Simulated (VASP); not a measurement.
Ta, 2 atoms in the cell. The structure is tetragonal, space group I4_1/amd (No. 141). The conventional cell has a = 4.421 Å, b = 4.421 Å, c = 2.417 Å, α = 90.00°, β = 90.00°, γ = 90.00°. Within 3.0 Å of Ta (site symmetry -4m2) lie 10 Ta at 2.29 to 2.86 Å. 

- Program: VASP 6.6.1
- Task: single point
- Functional: PBE
- Potentials or basis: VASP PAW PBE potentials, release 64 (Ta_sv_GW)
- Cutoff: 500 eV
- k mesh: 17 × 17 × 17
- Occupations: fermi-dirac, width 0.1 eV
- Spin: no spin polarisation
- Dipole correction: no
- Further INCAR settings: ALGO = Normal; EDIFF = 1e-06; NBANDS = 20

Potentials or basis: VASP PAW PBE potentials, release 64 (Ta_sv_GW).

The run is started by

```console
$ cat potpaw_PBE.64/Ta_sv_GW/POTCAR > POTCAR
$ mpirun -np 1 vasp_std > vasp.out
```

Hardware: 1 thread of Intel(R) Xeon(R) 6975P-C (Granite Rapids) (shared host).

Problem. How long does it take, and how much memory?

Solution. It took 43 s on 1 thread of Intel(R) Xeon(R) 6975P-C (Granite Rapids) (shared host), peak memory 0.27 GiB. Counts: scf iterations 12, k points 405.
